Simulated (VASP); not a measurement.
# SrO (Fm-3m) in VASP: a series of runs, part 2 of 2

VASP 6.6.1. The steps go on from the part before.

## (4) Single point, PBEsol

This run uses another cell than the first one, of 16.16 Å³/atom.

Contents of INCAR:

```
PREC = Accurate ; ENCUT = 600
EDIFF = 1E-6 ; ISMEAR = 0
SIGMA = 0.01 ; LREAL = False
LASPH = True ; NELM = 120
ALGO = Normal ; ISIF = 2
LWAVE = False ; LCHARG = True
GGA = PS ; LELF = True
LVHAR = True ; NBANDS = 15
GGA_COMPAT = False
```

Contents of KPOINTS:

```
regular mesh
0
Gamma
  8 8 8
```

Contents of POSCAR:

```
SrO
1.0
    2.5281230731      2.5281230731      0.0000000000
   -2.5281230731      2.5281230731      0.0000000000
    0.0000000000      2.5281230731      2.5281230731
Sr O
1 1
Direct
    0.5000000000      0.5000000000      0.0000000000
    0.0000000000      0.0000000000      0.0000000000
```

Potentials or basis: VASP PAW PBE potentials, release 64 (Sr_sv, O).

Run with:

```sh
> cat potpaw_PBE.64/Sr_sv/POTCAR potpaw_PBE.64/O/POTCAR > POTCAR
> mpirun -np 1 vasp_std > vasp.out
```

OUTCAR:

```text
PREC = Accurate
   ENCUT = 600
   EDIFF = 1E-6
   ISMEAR = 0
   LREAL = False
   LASPH = True
   NELM = 120
   ISIF = 2
   GGA = PS

 ion  position               nearest neighbor table
   1  0.500  0.500  0.000-   2 2.53   2 2.53   2 2.53   2 2.53   2 2.53   2 2.53
   2  0.000  0.000  0.000-   1 2.53   1 2.53   1 2.53   1 2.53   1 2.53   1 2.53

  LATTYP: Found a face centered cubic cell.
 ALAT       =     5.0562461462

  Lattice vectors:

 A1 = (   0.0000000000,   2.5281230731,   2.5281230731)
 A2 = (   2.5281230731,   0.0000000000,   2.5281230731)
 A3 = (   2.5281230731,   2.5281230731,   0.0000000000)

Analysis of symmetry for initial positions (statically):
=====================================================================
 Subroutine PRICEL returns:
 Original cell was already a primitive cell.

 Routine SETGRP: Setting up the symmetry group for a
 face centered cubic supercell.

 Subroutine GETGRP returns: Found 48 space group operations
 (whereof 48 operations were pure point group operations)
 out of a pool of 48 trial point group operations.

The static configuration has the point symmetry O_h .

Analysis of symmetry for dynamics (positions and initial velocities):
=====================================================================
 Subroutine PRICEL returns:
 Original cell was already a primitive cell.

 Routine SETGRP: Setting up the symmetry group for a
 face centered cubic supercell.

 Subroutine GETGRP returns: Found 48 space group operations
 (whereof 48 operations were pure point group operations)
 out of a pool of 48 trial point group operations.

The dynamic configuration has the point symmetry O_h .

 Subroutine INISYM returns: Found 48 space group operations
 (whereof 48 operations are pure point group operations),
 and found     1 'primitive' translations

----------------------------------------------------------------------------------------

                                     Primitive cell

  volume of cell :      32.3165
[... 114 lines left out ...]
   GGA     = PS    functional components
   LHFCALC =     F    Hartree Fock is set to
   AEXX    =    0.0000 exact exchange contribution
   IVDW    =     0    specifies the selected vdW correction
   LEPSILON=     F    determine dielectric tensor
   LRPA    =     F    only Hartree local field effects (RPA)
 non-spin polarized calculation
 Gauss-broadening in eV      SIGMA  =   0.01
  energy-cutoff  :      600.00
  volume of cell :       32.32
 maximum number of plane-waves:      1090
 NGX is ok and might be reduce to    30
   NGX = 15   NGY = 15   NGZ = 15

 number of electron      15.9999999 magnetization

 Free energy of the ion-electron system (eV)
  ---------------------------------------------------
  ext. energy  EPLUGINS =         0.00000000
  ---------------------------------------------------
  free energy    TOTEN  =       -12.61862141 eV

  energy without entropy =      -12.61862141  energy(sigma->0) =      -12.61862141

 E-fermi :   1.7931     XC(G=0): -10.5215

 val. band max:        1.7331476947   @ k =   0.0000   0.0000   0.0000
 cond. band min:       4.8463178153   @ k =   0.5000   0.5000   0.0000
 fundamental gap:      3.1131701206
 Fermi energy:         1.7931124223

 k-point     1 :       0.0000    0.0000    0.0000
  band No.  band energies     occupation
      1     -30.3368      2.00000
      2     -13.3287      2.00000
      3     -11.9306      2.00000
      4     -11.9306      2.00000
      5     -11.9306      2.00000
      6       1.7331      2.00000
      7       1.7331      2.00000
      8       1.7331      2.00000
      9       5.9222      0.00000
     10       7.9977      0.00000
     11       7.9977      0.00000
     12       7.9977      0.00000
     13      10.3109      0.00000
     14      10.3109      0.00000
[... 401 lines left out ...]
      2     -14.6109      2.00000
      3     -12.4005      2.00000
      4     -12.2100      2.00000
      5     -11.1084      2.00000
      6       0.0591      2.00000
      7       0.8098      2.00000
      8       0.9133      2.00000
      9       8.2095      0.00000
     10       8.5752      0.00000
     11      11.4383      0.00000
     12      11.5496      0.00000
     13      13.8309      0.00000
     14      15.1462      0.00000
     15      15.5978      0.00000

 [... further k-points ...]
[... 5 lines left out ...]
  --------------------------------------------------------------------------------------
  -------------------------------------------------------------------------------------
  Total        0.9434833      0.9434833      0.9434833      0.0000000      0.0000000     -0.0000000
  in kB       46.7756874     46.7756874     46.7756874      0.0000000      0.0000000     -0.0000000
  external PRESSURE =      46.7756874 kB  Pullay stress =       0.0000000 kB

 VOLUME and BASIS-vectors are now :
 -----------------------------------------------------------------------------
  energy-cutoff  :      600.00
  volume of cell :       32.32
      direct lattice vectors                 reciprocal lattice vectors
     2.528123073  2.528123073  0.000000000     0.197775182  0.197775182 -0.197775182
    -2.528123073  2.528123073  0.000000000    -0.197775182  0.197775182 -0.197775182
     0.000000000  2.528123073  2.528123073     0.000000000  0.000000000  0.395550363

 POSITION                                       TOTAL-FORCE (eV/Angst)
 -----------------------------------------------------------------------------------
      0.00000      2.52812      0.00000         0.000000      0.000000      0.000000
      0.00000      0.00000      0.00000        -0.000000     -0.000000      0.000000
 -----------------------------------------------------------------------------------
    total drift:                               -0.000000      0.000000      0.000000

  FREE ENERGIE OF THE ION-ELECTRON SYSTEM (eV)
  ---------------------------------------------------
  free  energy   TOTEN  =       -12.6186214060 eV

  energy  without entropy=      -12.6186214060  energy(sigma->0) =      -12.61862141
```

stdout:

```text
POSCAR found type information on POSCAR SrO
 POSCAR found :  2 types and       2 ions
 scaLAPACK will be used
 -----------------------------------------------------------------------------
|                                                                             |
|                                                                             |
|     You enforced a specific xc type in the INCAR file but a different       |
|     I HOPE YOU KNOW WHAT YOU ARE DOING!                                     |
|                                                                             |
 -----------------------------------------------------------------------------

 LDA part: xc-table for (Slater+PW92), standard interpolation
 POSCAR, INCAR and KPOINTS ok, starting setup
 FFT: planning ... GRIDC
 FFT: planning ... GRID_SOFT
 FFT: planning ... GRID
 WAVECAR not read
 entering main loop
```

Run time: 12 s. Hardware: 1 thread of Intel Xeon 6975P-C (Granite Rapids), shared host; peak memory 0.18 GiB.

What came out:

```yaml
Free_energy: -12.6186 eV
Pressure: 4.7 GPa
Band_gap_on_the_k_mesh: 3.11 eV (least direct gap 3.16 eV)
```

Caveat: the cell stands under pressure; the PAW data sets were made with another functional, which shifts forces and pressure a little.

## (5) Single point, PBEsol

This run uses another cell than the first one, of 17.18 Å³/atom.

Contents of INCAR:

```
SYSTEM = SrO
ALGO = Normal
EDIFF = 1E-6
ENCUT = 600
GGA = PS
GGA_COMPAT = .FALSE.
ISIF = 2
ISMEAR = 0
LASPH = .TRUE.
LCHARG = .FALSE.
LREAL = .FALSE.
LWAVE = .FALSE.
NBANDS = 15
NELM = 120
PREC = Accurate
SIGMA = 0.01
```

Contents of KPOINTS:

```
k-points
0
G
  8 8 8
  0 0 0
```

Contents of POSCAR:

```
SrO
1.0
    2.5803630513      2.5803630513      0.0000000000
   -2.5803630513      2.5803630513      0.0000000000
    0.0000000000      2.5803630513      2.5803630513
Sr O
1 1
Direct
    0.5000000000      0.5000000000      0.0000000000
    0.0000000000      0.0000000000      0.0000000000
```

Run with:

```sh
> cat potpaw_PBE.64/Sr_sv/POTCAR potpaw_PBE.64/O/POTCAR > POTCAR
> mpirun -np 1 vasp_std > vasp.out
```

It took 9.4 s on 1 thread of Intel Xeon 6975P-C (Granite Rapids), shared host; peak memory 0.18 GiB.

Results (log left out):

```yaml
Free_energy: -12.6391 eV
Pressure: -1.5 GPa
Band_gap_on_the_k_mesh: 3.16 eV (least direct gap 3.26 eV)
```

Levels at points of the mesh, in eV from the valence-band top:
| k point | band 5 | band 6 | band 7 | band 8 | band 9 | band 10 | band 11 | band 12 |
| --- | --- | --- | --- | --- | --- | --- | --- | --- |
| (0.00, 0.00, 0.00) | -13.94 | 0.00 | 0.00 | 0.00 | 3.75 | 6.14 | 6.14 | 6.14 |
| (0.50, 0.00, 0.00) | -12.75 | -2.20 | -1.13 | -1.13 | 6.44 | 8.20 | 8.78 | 8.78 |
| (0.50, 0.50, 0.00) | -14.30 | -0.46 | -0.09 | -0.09 | 3.16 | 7.68 | 10.12 | 10.12 |

Caveat: the PAW data sets were made with another functional, which shifts forces and pressure a little. A k mesh can miss the band edges.

## (6) The runs side by side

```tsv
cell	gap on the mesh (eV)	pressure (GPa)
a = 3.518 Å, angles 60.0, 60.0, 90.0°, 2 atoms	3.06	10.9
a = 3.598 Å, angles 60.0, 60.0, 90.0°, 2 atoms	3.13	2.6
a = 3.575 Å, angles 60.0, 60.0, 90.0°, 2 atoms	3.11	4.7
a = 3.649 Å, angles 60.0, 60.0, 90.0°, 2 atoms	3.16	-1.5
```

Alike in all rows: task single point; level PBEsol; potentials or basis VASP PAW PBE potentials, release 64 (Sr_sv, O); no spin polarisation; k mesh 8 × 8 × 8; cutoff (eV) 600; smearing gaussian 0.01 eV.

Caveats: the PAW data sets were made with another functional, which shifts forces and pressure a little; the cell stands under pressure (at least some runs).

Total energies depend on the potentials used, so only differences within one code and one set of settings carry meaning.
